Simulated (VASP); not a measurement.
Wanted: the native input for a VASP 6.6.1 run.

* Task: single point
* Functional: PBE
* Potentials or basis: VASP PAW PBE potentials, release 64 (Se, Zn)
* Cutoff: 500 eV
* k mesh: 8 × 8 × 8
* Occupations: gaussian, width 0.013 eV
* Spin: no spin polarisation
* Dipole correction: no
* Further INCAR settings: ALGO = Normal; EDIFF = 1e-06; NBANDS = 16

The structure of ZnSe lies in POSCAR:

```
ZnSe
1.0
    0.0000000000      2.8338000000      2.8338000000
    2.8338000000      0.0000000000      2.8338000000
    2.8338000000      2.8338000000      0.0000000000
Se Zn
1 1
Direct
    0.7500000000      0.7500000000      0.7500000000
    0.0000000000      0.0000000000      0.0000000000
```

One way to write it, as run:

INCAR

```
  PREC = Accurate
  ENCUT = 500
  EDIFF = 1E-6
  ISMEAR = 0
  SIGMA = 0.013000000000000001
  LREAL = F
  LASPH = T
  NELM = 120
  ALGO = Normal
  ISIF = 2
  LWAVE = F
  LCHARG = F
  GGA = PE
  NBANDS = 16
  GGA_COMPAT = F
```

KPOINTS

```
regular mesh
0
Gamma
  8 8 8
```

Potentials or basis: VASP PAW PBE potentials, release 64 (Se, Zn).

Command:

```console
$ cat potpaw_PBE.64/Se/POTCAR potpaw_PBE.64/Zn/POTCAR > POTCAR
$ mpirun -np 1 vasp_std > vasp.out
```

Results of the run:

* Pressure: 2.3 GPa
* Band gap on the k mesh: 1.29 eV

Run time: 52 s on 1 thread of AMD EPYC 7R43 64-Core Processor (Zen 3) (shared host), peak memory 0.14 GiB.
